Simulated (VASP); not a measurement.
Here is a VASP 6.6.1 calculation.

Contents of INCAR:

```
SYSTEM = Ni
PREC = Accurate
ENCUT = 520
EDIFF = 1E-7
ISMEAR = -1
SIGMA = 0.05
LREAL = .FALSE.
LASPH = .TRUE.
NELM = 150
ALGO = Normal
ISIF = 2
LWAVE = .FALSE.
LCHARG = .FALSE.
ISPIN = 2
MAGMOM = 1.5
LORBIT = 11
LMAXMIX = 4
GGA = CA
NBANDS = 15
```

The input KPOINTS:

```
regular mesh
0
G
  20 20 20
  0 0 0
```

Contents of POSCAR:

```
Ni
1.0
    0.0000000000      1.7318592609      1.7318592609
    1.7318592609      0.0000000000      1.7318592609
    1.7318592609      1.7318592609      0.0000000000
Ni
1
Direct
    0.0000000000      0.0000000000      0.0000000000
```

Potentials or basis: VASP PAW LDA potentials, release 64 (Ni).

Launch:

```bash
$ cat potpaw_LDA.64/Ni/POTCAR > POTCAR
$ mpirun -np 1 vasp_std > vasp.out
```

Q: What does it give for the site moments?

A: Ni +0.60 μB.

Q: Predict the pressure.

A: -8.1 GPa.

Q: Estimate the net moment.

A: 0.60 μB per cell.
